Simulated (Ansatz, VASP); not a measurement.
# TiO2 in VASP and in Ansatz

```
CELL_PARAMETERS angstrom
4.64332 0.00000 0.00000
0.00000 4.64332 0.00000
0.00000 0.00000 2.96387
ATOMIC_POSITIONS crystal
Ti 0.50000 0.50000 0.00000
Ti 0.00000 0.00000 0.50000
O 0.69487 0.69487 0.50000
O 0.80513 0.19487 0.00000
O 0.19487 0.80513 0.00000
O 0.30513 0.30513 0.50000
```

Alike in both runs: functional PBE; k mesh 6 × 6 × 10; occupations gaussian, width 0.02 eV; no spin polarisation.

Ansatz relaxed the structure, and its values are those at the end. VASP's run is a single point on that final structure, the one shown.

```csv
,VASP,Ansatz
version,VASP 6.6.1,Ansatz 0.2.0
potentials or method,"VASP PAW PBE potentials, release 64 (Ti_sv, O), cutoff 520 eV","scalar-relativistic, plane waves, PAW"
valence electrons in the cell,48,48
```

```csv
,VASP,Ansatz,Ansatz less VASP
gap on the k mesh at the Fermi level (eV),1.84,1.86,+0.024
least direct gap on the mesh (eV),1.84,1.86,+0.024
pressure (GPa),0.7,0.0,-0.65
rms of the force components (eV/Å),0.014,0.000,-0.0136
```
